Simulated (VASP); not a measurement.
# CdS (F-43m) in VASP: further runs

The runs below take CdS through single point, with PBE, PBEsol, r2SCAN.

Everything below comes from runs of VASP 6.6.1. Logs are shortened: lines on timing, memory, paths and dates and some standing lists are left out, and cuts for length are marked.

## (1) The cell of the first run

It takes space group F-43m (No. 216, cubic). Conventional cell: a = 5.820 Å, b = 5.820 Å, c = 5.820 Å, α = 90.00°, β = 90.00°, γ = 90.00°. Within 3.3 Å of Cd (site symmetry -43m) lie 4 S at 2.52 Å. S (site symmetry -43m) has 4 Cd at 2.52 Å within 3.3 Å.

## (2) Single point, PBE

Contents of INCAR:

```
SYSTEM = CdS
PREC     = Accurate       ! precision mode
ENCUT    = 520            ! plane-wave cutoff, eV
EDIFF    = 1E-6           ! SCF threshold, eV
ISMEAR   = 0              ! smearing method
SIGMA    = 0.1            ! smearing width, eV
LREAL    = .FALSE.        ! projectors in reciprocal space
LASPH    = .TRUE.         ! aspherical terms in the spheres
NELM     = 100            ! most SCF steps
ALGO     = Normal         ! electronic algorithm
ISIF     = 2              ! what is computed and relaxed
LWAVE    = .FALSE.        ! write WAVECAR
LCHARG   = .FALSE.        ! write CHGCAR
GGA      = PE             ! functional
NBANDS   = 16             ! bands
```

Contents of KPOINTS:

```
regular mesh
0
G
  6 6 6
  0 0 0
```

Contents of POSCAR:

```
CdS
1.0
    0.0000000000      2.9100000900      2.9100000900
    2.9100000900      0.0000000000      2.9100000900
    2.9100000900      2.9100000900      0.0000000000
Cd S
1 1
Direct
    0.0000000000      0.0000000000      0.0000000000
    0.2500000000      0.2500000000      0.2500000000
```

Potentials or basis: VASP PAW PBE potentials, release 64 (Cd, S).

Run with:

```
> cat potpaw_PBE.64/Cd/POTCAR potpaw_PBE.64/S/POTCAR > POTCAR
> mpirun -np 1 vasp_std > vasp.out
```

OUTCAR:

```text
SYSTEM = CdS
   PREC = Accurate
   ENCUT = 520
   EDIFF = 1E-6
   ISMEAR = 0
   LREAL = .FALSE.
   LASPH = .TRUE.
   NELM = 100
   ISIF = 2
   GGA = PE

 ion  position               nearest neighbor table
   1  0.000  0.000  0.000-   2 2.52   2 2.52   2 2.52   2 2.52
   2  0.250  0.250  0.250-   1 2.52   1 2.52   1 2.52   1 2.52

  LATTYP: Found a face centered cubic cell.
 ALAT       =     5.8200001800

  Lattice vectors:

 A1 = (   0.0000000000,   2.9100000900,   2.9100000900)
 A2 = (   2.9100000900,   0.0000000000,   2.9100000900)
 A3 = (   2.9100000900,   2.9100000900,   0.0000000000)

Analysis of symmetry for initial positions (statically):
=====================================================================
 Subroutine PRICEL returns:
 Original cell was already a primitive cell.

 Routine SETGRP: Setting up the symmetry group for a
 face centered cubic supercell.

 Subroutine GETGRP returns: Found 24 space group operations
 (whereof 24 operations were pure point group operations)
 out of a pool of 48 trial point group operations.

The static configuration has the point symmetry T_d .

Analysis of symmetry for dynamics (positions and initial velocities):
=====================================================================
 Subroutine PRICEL returns:
 Original cell was already a primitive cell.

 Routine SETGRP: Setting up the symmetry group for a
 face centered cubic supercell.

 Subroutine GETGRP returns: Found 24 space group operations
 (whereof 24 operations were pure point group operations)
 out of a pool of 48 trial point group operations.

The dynamic configuration has the point symmetry T_d .

 Subroutine INISYM returns: Found 24 space group operations
 (whereof 24 operations are pure point group operations),
 and found     1 'primitive' translations

----------------------------------------------------------------------------------------

                                     Primitive cell

  volume of cell :      49.2843

  direct lattice vectors                    reciprocal lattice vectors
     0.000000000  2.910000090  2.910000090    -0.171821301  0.171821301  0.171821301
     2.910000090  0.000000000  2.910000090     0.171821301 -0.171821301  0.171821301
     2.910000090  2.910000090  0.000000000     0.171821301  0.171821301 -0.171821301

  length of vectors
     4.115361594  4.115361594  4.115361594     0.297603222  0.297603222  0.297603222

  position of ions in fractional coordinates (direct lattice)
     0.000000000  0.000000000  0.000000000
     0.250000000  0.250000000  0.250000000

  ion indices of the primitive-cell ions
   primitive index   ion index
                 1           1
                 2           2

----------------------------------------------------------------------------------------

 KPOINTS: regular mesh

Automatic generation of k-mesh.
 Grid dimensions read from file:
 generate k-points for:    6    6    6

 Generating k-lattice:

  Cartesian coordinates                     Fractional coordinates (reciprocal lattice)
    -0.028636883  0.028636883  0.028636883     0.166666667  0.000000000  0.000000000
     0.028636883 -0.028636883  0.028636883     0.000000000  0.166666667  0.000000000
     0.028636883  0.028636883 -0.028636883     0.000000000  0.000000000  0.166666667

  Length of vectors
     0.049600537  0.049600537  0.049600537

  Shift w.r.t. Gamma in fractional coordinates (k-lattice)
     0.000000000  0.000000000  0.000000000

 Subroutine IBZKPT returns following result:
 ===========================================

 Found     16 irreducible k-points:

 Following reciprocal coordinates:
            Coordinates               Weight
  0.000000  0.000000  0.000000      1.000000
  0.166667  0.000000  0.000000      8.000000
  0.333333  0.000000  0.000000      8.000000
  0.500000  0.000000  0.000000      4.000000
  0.166667  0.166667  0.000000      6.000000
  0.333333  0.166667  0.000000     24.000000
[... 8 lines left out ...]
 -0.333333  0.333333  0.166667     24.000000
 -0.333333  0.500000  0.166667     12.000000
   k-points           NKPTS =     16   k-points in BZ     NKDIM =     16   number of bands    NBANDS=     16
   number of dos      NEDOS =    301   number of ions     NIONS =      2
   total plane-waves  NPLWV =  32768
   dimension x,y,z NGX =    32 NGY =   32 NGZ =   32
   dimension x,y,z NGXF=    64 NGYF=   64 NGZF=   64
   ions per type =               1   1
   NGX,Y,Z   is equivalent  to a cutoff of  12.93, 12.93, 12.93 a.u.
   NGXF,Y,Z  is equivalent  to a cutoff of  25.85, 25.85, 25.85 a.u.
 SYSTEM =  CdS
   PREC   = accura    normal or accurate (medium, high low for compatibility)
   ISTART =      0    job   : 0-new  1-cont  2-samecut
   ICHARG =      2    charge: 1-file 2-atom 10-const
   ISPIN  =      1    spin polarized calculation?
   LNONCOLLINEAR =      F non collinear calculations
   LSORBIT =      F    spin-orbit coupling
   LASPH  =      T    aspherical Exc in radial PAW
   ENCUT  =  520.0 eV  38.22 Ry    6.18 a.u.   7.65  7.65  7.65*2*pi/ulx,y,z
   NELM   =    100;   NELMIN=  2; NELMDL= -5     # of ELM steps
   EDIFF  = 0.1E-05   stopping-criterion for ELM
   LREAL  =      F    real-space projection
   EDIFFG = 0.1E-04   stopping-criterion for IOM
   NSW    =      0    number of steps for IOM
   IBRION =     -1    ionic relax: 0-MD 1-quasi-New 2-CG
   NFREE  =      0    steps in history (QN), initial steepest desc. (CG)
   ISIF   =      2    stress and relaxation
   ISYM   =      2    0-nonsym 1-usesym 2-fastsym
   POTIM  = 0.5000    time-step for ionic-motion
   TEBEG  =    0.0;   TEEND  =   0.0 temperature during run
   PSTRESS=    0.0 pullay stress
   NELECT =      18.0000    total number of electrons
   NUPDOWN=      -1.0000    fix difference up-down
   EMIN   =  10.00;   EMAX   =-10.00  energy-range for DOS
   EFERMI =   0.00;   METHOD = LEGACY
   ISMEAR =     0;   SIGMA  =   0.10  broadening in eV -4-tet -1-fermi 0-gaus
   EFERMI_NEDOS =   21; number of points for ismear=-14 and -15
   IALGO  =     38    algorithm
   IMIX   =      4    mixing-type and parameters
     AMIX     =   0.40;   BMIX     =  1.00
     AMIX_MAG =   1.60;   BMIX_MAG =  1.00
  volume/ion in A,a.u.               =      24.64       166.29
  Fermi-wavevector in a.u.,A,eV,Ry     =   1.170207  2.211370 18.631604  1.369384
  Thomas-Fermi vector in A             =   2.306669
   LORBIT       =      0    0 simple, 1 ext, 2 COOP (PROOUT), +10 PAW based schemes
   GGA     = PE    functional components
   LHFCALC =     F    Hartree Fock is set to
   AEXX    =    0.0000 exact exchange contribution
   IVDW    =     0    specifies the selected vdW correction
   LEPSILON=     F    determine dielectric tensor
   LRPA    =     F    only Hartree local field effects (RPA)
 non-spin polarized calculation
 Gauss-broadening in eV      SIGMA  =   0.10
  energy-cutoff  :      520.00
  volume of cell :       49.28
 maximum number of plane-waves:      1363
 NGX is ok and might be reduce to    32
   NGX = 15   NGY = 15   NGZ = 15

 number of electron      18.0000003 magnetization

 Free energy of the ion-electron system (eV)
  ---------------------------------------------------
  ext. energy  EPLUGINS =         0.00000000
  ---------------------------------------------------
  free energy    TOTEN  =        -6.11190505 eV

  energy without entropy =       -6.11190505  energy(sigma->0) =       -6.11190505

 E-fermi :   1.8004     XC(G=0):  -9.1802

 val. band max:        1.3743863178   @ k =   0.0000   0.0000   0.0000
 cond. band min:       2.5377211273   @ k =   0.0000   0.0000   0.0000
 fundamental gap:      1.1633348095
 Fermi energy:         1.8003788296

 k-point     1 :       0.0000    0.0000    0.0000
  band No.  band energies     occupation
      1     -11.0367      2.00000
      2      -6.3805      2.00000
      3      -6.3805      2.00000
      4      -6.3805      2.00000
      5      -5.8916      2.00000
      6      -5.8916      2.00000
[... 8 lines left out ...]
     15      12.8639      0.00000
     16      12.8639      0.00000

 k-point     2 :       0.1667    0.0000    0.0000
  band No.  band energies     occupation
      1     -10.9289      2.00000
      2      -6.3421      2.00000
      3      -6.3421      2.00000
      4      -6.2802      2.00000
      5      -5.8923      2.00000
      6      -5.8923      2.00000
[... 8 lines left out ...]
     15      12.0749      0.00000
     16      13.2422      0.00000

 k-point     3 :       0.3333    0.0000    0.0000
  band No.  band energies     occupation
      1     -10.7123      2.00000
      2      -6.2795      2.00000
      3      -6.2795      2.00000
      4      -5.9042      2.00000
      5      -5.8745      2.00000
      6      -5.8745      2.00000
[... 8 lines left out ...]
     15      12.4981      0.00000
     16      12.4981      0.00000

 k-point     4 :       0.5000    0.0000    0.0000
  band No.  band energies     occupation
      1     -10.6048      2.00000
      2      -6.2580      2.00000
      3      -6.2580      2.00000
      4      -5.8530      2.00000
      5      -5.8530      2.00000
      6      -5.5054      2.00000
[... 8 lines left out ...]
     15      13.9389      0.00000
     16      13.9389      0.00000
[... 172 lines left out ...]
 k-point    14 :       0.5000    0.3333    0.1667
  band No.  band energies     occupation
      1     -10.5744      2.00000
      2      -6.1881      2.00000
      3      -6.1802      2.00000
      4      -5.9910      2.00000
      5      -5.8511      2.00000
      6      -5.5978      2.00000
[... 8 lines left out ...]
     15      14.4167      0.00000
     16      14.6366      0.00000

 k-point    15 :      -0.3333    0.3333    0.1667
  band No.  band energies     occupation
      1     -10.5062      2.00000
      2      -6.1843      2.00000
      3      -6.1404      2.00000
      4      -5.9334      2.00000
      5      -5.8730      2.00000
      6      -5.3258      2.00000
[... 8 lines left out ...]
     15      13.8858      0.00000
     16      14.7239      0.00000

 k-point    16 :      -0.3333    0.5000    0.1667
  band No.  band energies     occupation
      1     -10.4729      2.00000
      2      -6.1492      2.00000
      3      -6.1023      2.00000
      4      -5.9711      2.00000
      5      -5.8488      2.00000
      6      -5.2945      2.00000
[... 8 lines left out ...]
     15      14.5967      0.00000
     16      14.7186      0.00000

------------------------ aborting loop because EDIFF is reached ----------------------------------------

  FORCE on cell =-STRESS in cart. coord.  units (eV):
  Direction    XX          YY          ZZ          XY          YZ          ZX
  --------------------------------------------------------------------------------------
  -------------------------------------------------------------------------------------
  Total        1.1311910      1.1311910      1.1311910      0.0000000     -0.0000000     -0.0000000
  in kB       36.7737174     36.7737174     36.7737174      0.0000000     -0.0000000     -0.0000000
  external PRESSURE =      36.7737174 kB  Pullay stress =       0.0000000 kB

 VOLUME and BASIS-vectors are now :
 -----------------------------------------------------------------------------
  energy-cutoff  :      520.00
  volume of cell :       49.28
      direct lattice vectors                 reciprocal lattice vectors
     0.000000000  2.910000090  2.910000090    -0.171821301  0.171821301  0.171821301
     2.910000090  0.000000000  2.910000090     0.171821301 -0.171821301  0.171821301
     2.910000090  2.910000090  0.000000000     0.171821301  0.171821301 -0.171821301

 POSITION                                       TOTAL-FORCE (eV/Angst)
 -----------------------------------------------------------------------------------
      0.00000      0.00000      0.00000         0.000000      0.000000      0.000000
      1.45500      1.45500      1.45500        -0.000000     -0.000000     -0.000000
 -----------------------------------------------------------------------------------
    total drift:                               -0.000000     -0.000000     -0.000000

  FREE ENERGIE OF THE ION-ELECTRON SYSTEM (eV)
  ---------------------------------------------------
  free  energy   TOTEN  =        -6.1119050453 eV

  energy  without entropy=       -6.1119050453  energy(sigma->0) =       -6.11190505
```

Run time: 7.6 s. Hardware: 1 thread of Intel Xeon 6975P-C (Granite Rapids), shared host; peak memory 0.17 GiB.

Results:

| Quantity | Value |
| --- | --- |
| Free energy | -6.1119 eV |
| Pressure | 3.7 GPa |
| Band gap on the k mesh | 1.16 eV |

Levels at points of the mesh, in eV from the valence-band top:
| k point | band 6 | band 7 | band 8 | band 9 | band 10 | band 11 | band 12 | band 13 |
| --- | --- | --- | --- | --- | --- | --- | --- | --- |
| (0.00, 0.00, 0.00) | -7.27 | 0.00 | 0.00 | 0.00 | 1.16 | 6.54 | 6.54 | 6.54 |
| (0.50, 0.00, 0.00) | -6.88 | -4.45 | -0.76 | -0.76 | 3.02 | 7.01 | 7.01 | 7.50 |
| (0.50, 0.50, 0.00) | -6.81 | -3.98 | -1.90 | -1.90 | 3.54 | 4.36 | 9.26 | 10.82 |

Caveat: the cell stands under pressure.

## (3) Single point, PBE

This run uses another cell than the first one, of 26.02 Å³/atom.

Contents of INCAR:

```
PREC = Accurate
ENCUT = 520
EDIFF = 1E-6
ISMEAR = 0
SIGMA = 0.02
LREAL = False
LASPH = True
NELM = 80
ALGO = Normal
ISIF = 2
LWAVE = False
LCHARG = False
GGA = PE
NBANDS = 16
```

Contents of KPOINTS:

```
Automatic mesh
0
Gamma
  8 8 8
```

Contents of POSCAR:

```
CdS
1.0
    0.0000000000      2.9631291161      2.9631291161
    2.9631291161      0.0000000000      2.9631291161
    2.9631291161      2.9631291161      0.0000000000
Cd S
1 1
Direct
    0.0000000000      0.0000000000      0.0000000000
    0.2500000000      0.2500000000      0.2500000000
```

Potentials or basis: VASP PAW PBE potentials, release 64 (Cd, S).

Run with:

```
> cat potpaw_PBE.64/Cd/POTCAR potpaw_PBE.64/S/POTCAR > POTCAR
> mpirun -np 1 vasp_std > vasp.out
```

It took 13 s on 1 thread of Intel Xeon 6975P-C (Granite Rapids), shared host; peak memory 0.18 GiB.

Results (log left out):

```yaml
Free_energy: -6.1472 eV
Pressure: 0.3 GPa
Band_gap_on_the_k_mesh: 1.04 eV
```

Levels at points of the mesh, in eV from the valence-band top:
```csv
k point,band 5,band 6,band 7,band 8,band 9,band 10,band 11,band 12,band 13,band 14
"(0.00, 0.00, 0.00)",-7.15,-7.15,0.00,0.00,0.00,1.04,6.55,6.55,6.55,11.18
"(0.50, 0.00, 0.00)",-7.12,-6.81,-4.12,-0.69,-0.69,2.94,7.01,7.01,7.33,10.94
"(0.50, 0.50, 0.00)",-7.08,-6.75,-3.75,-1.72,-1.72,3.63,4.28,9.04,10.50,10.50
```

## (4) Single point, PBE

This run uses another cell than the first one, of 26.02 Å³/atom.

Contents of INCAR:

```
SYSTEM = CdS
PREC = Accurate ; ENCUT = 520
EDIFF = 1E-6 ; ISMEAR = 0
SIGMA = 0.02 ; LREAL = .False.
LASPH = .True. ; NELM = 80
ALGO = Normal ; ISIF = 2
LWAVE = .False. ; LCHARG = .False.
GGA = PE ; NBANDS = 16
```

Contents of KPOINTS:

```
Automatic mesh
0
Gamma
  8 8 8
  0 0 0
```

POSCAR is that of step 3.

Run with:

```
> cat potpaw_PBE.64/Cd/POTCAR potpaw_PBE.64/S/POTCAR > POTCAR
> mpirun -np 1 vasp_std > vasp.out
```

Wall time 13 s (1 thread of Intel Xeon 6975P-C (Granite Rapids), shared host); peak memory 0.17 GiB.

Results (log left out):

| Item | Value |
| --- | --- |
| Free energy | -6.1472 eV |
| Pressure | 0.3 GPa |
| Band gap on the k mesh | 1.04 eV |

Levels at points of the mesh, in eV from the valence-band top:
```csv
k point,band 7,band 8,band 9,band 10,band 11,band 12
"(0.00, 0.00, 0.00)",0.00,0.00,0.00,1.04,6.55,6.55
"(0.50, 0.00, 0.00)",-4.12,-0.69,-0.69,2.94,7.01,7.01
"(0.50, 0.50, 0.00)",-3.75,-1.72,-1.72,3.63,4.28,9.04
```

A hybrid or GW would open this gap; PBE tends to underestimate it.

(Continued in part 2 of 2.)
